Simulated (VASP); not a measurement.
**Al8H: single point with PBE**

System: Al8H, a slab with vacuum.

```
Al H
1.0
     5.71352    0.00000    0.00000
     0.00000    8.08013    0.00000
     0.00000    0.00000   22.24328
Al H
16 2
Cartesian
  1.4284 2.0200 4.0000
  1.4284 6.0601 4.0000
  4.2851 2.0200 4.0000
  4.2851 6.0601 4.0000
  0.0000 0.0000 5.4284
  0.0000 4.0401 5.4284
  2.8568 0.0000 5.4284
  2.8568 4.0401 5.4284
  1.4284 2.0200 6.9012
  1.4284 6.0601 6.9012
  4.2851 2.0200 6.9012
  4.2851 6.0601 6.9012
  0.0000 0.0000 8.2433
  0.0000 4.0401 8.2433
  2.8568 0.0000 8.2433
  2.8568 4.0401 8.2433
  1.4284 1.5605 8.6933
  1.4284 2.4795 8.6933
```

```yaml
Program: VASP 6.6.1
Task: single point
Functional: PBE
Potentials_or_basis: VASP PAW PBE potentials, release 64 (Al, H)
Cutoff: 520 eV
k_mesh: 5 × 4 × 1
Occupations: gaussian, width 0.1 eV
Spin: no spin polarisation
Dipole_correction: yes
Further_INCAR_settings: LREAL = Auto; ALGO = Normal; EDIFF = 1e-06; NBANDS = 40
```

```json
{
  "Largest force": "0.949 eV/Å",
  "Band gap on the k mesh": "zero (bands 25 and 26 overlap by 0.46 eV)"
}
```

Forces in eV/Å, atoms in the order of the input:
```
Al   0.000  0.000  0.198
Al   0.000  0.000  0.225
Al   0.000  0.000  0.251
Al   0.000  0.000  0.298
Al  -0.045  0.023 -0.265
Al  -0.045 -0.023 -0.265
Al   0.045  0.023 -0.265
Al   0.045 -0.023 -0.265
Al   0.000  0.000 -0.949
Al   0.000  0.000  0.194
Al   0.000  0.000  0.051
Al   0.000  0.000 -0.059
Al  -0.196 -0.350 -0.045
Al  -0.196  0.350 -0.045
Al   0.196 -0.350 -0.045
Al   0.196  0.350 -0.045
H    0.000 -0.465  0.517
H    0.000  0.465  0.517
```

Levels at points of the mesh, in eV from the Fermi level:
```tsv
k point	band 24	band 25	band 26	band 27	band 28	band 29
(0.00, 0.00, 0.00)	-0.61	-0.33	-0.26	-0.07	0.35	1.17
(0.00, 0.50, 0.00)	-0.93	-0.53	-0.04	0.09	0.21	0.33
```

Run time: 7.9 min on 1 thread of Intel(R) Xeon(R) 6975P-C (Granite Rapids), on a shared host, peak memory 0.89 GiB.
